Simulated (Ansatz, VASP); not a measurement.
**One calculation of Bi, two programs**

INCAR

```
PREC = Accurate
ENCUT = 520
EDIFF = 1E-6
ISMEAR = -5
SIGMA = 0.1
LREAL = False
LASPH = True
NELM = 150
ALGO = Normal
ISIF = 2
LWAVE = False
LCHARG = False
MAGMOM = 0 0 0.5 0 0 -0.5
LORBIT = 11
LSORBIT = True
GGA_COMPAT = False
LORBMOM = True
GGA = RE
NBANDS = 42
```

KPOINTS

```
regular mesh
0
Gamma
  7 7 7
```

Contents of POSCAR:

```
Bi
1.0
    2.2973389482      1.3263692602      3.9898217322
   -2.2973389482      1.3263692602      3.9898217322
    0.0000000000     -2.6527385203      3.9898217322
Bi
2
Direct
    0.7660000000      0.7660000000      0.7660000000
    0.2340000000      0.2340000000      0.2340000000
```

input.yaml

```yaml
crystal:
  lattice:
    - [2.2973389482, 1.3263692602, 3.9898217322]
    - [-2.2973389482, 1.3263692602, 3.9898217322]
    - [0.0, -2.6527385203, 3.9898217322]
  atoms:
    - { symbol: Bi, position: [0.766, 0.766, 0.766], spin: 0.5, spin_axis: [0.0, 0.0, 0.5] }
    - { symbol: Bi, position: [0.234, 0.234, 0.234], spin: 0.5, spin_axis: [0.0, 0.0, -0.5] }
hamiltonian:
  xc: revpbe
  pseudopotentials: { kind: paw_fr }
magnetization:
  noncollinear: true
  spin_orbit: true
kpoints:
  mp_grid: { grid: [7, 7, 7] }
scf:
  occupations: { method: tetrahedron }
output:
  forces: true
  stress: true
```

Change from the starting cell: volume scaled by 1.04.

Alike in both runs: task single point; functional revPBE; k mesh 7 × 7 × 7; occupations tetrahedron; non-collinear spin, spin-orbit coupling.

|  | VASP | Ansatz |
| --- | --- | --- |
| version | VASP 6.6.1 | Ansatz 0.2.0 |
| potentials or method | VASP PAW PBE potentials, release 64 (Bi_d) | Ansatz PAW |
| plane-wave cutoff (eV) | 520 | 420 |
| valence electrons in the cell | 30 | 30 |

Ansatz gave:

| Item | Value |
| --- | --- |
| pressure (GPa) | 2.2 |
| traceless stress, the component that is largest in VASP (GPa) | -0.08 |
| rms of the force components (eV/Å) | 0.002 |
| net moment per atom (μB) | 0.00 |

Q: Which values does VASP return?

A: Pressure (GPa): 2.1; traceless stress, the component that is largest in VASP (GPa): -0.07; rms of the force components (eV/Å): 0.012; net moment per atom (μB): 0.00.

VASP's potentials were made for PBE, not for revPBE. Atom by atom the forces differ by 0.010 eV/Å (rms over components).

Noted on Ansatz's run: odd divisions of the mesh miss points on the zone boundary, where band edges often lie, so the gap on the mesh can be too wide.
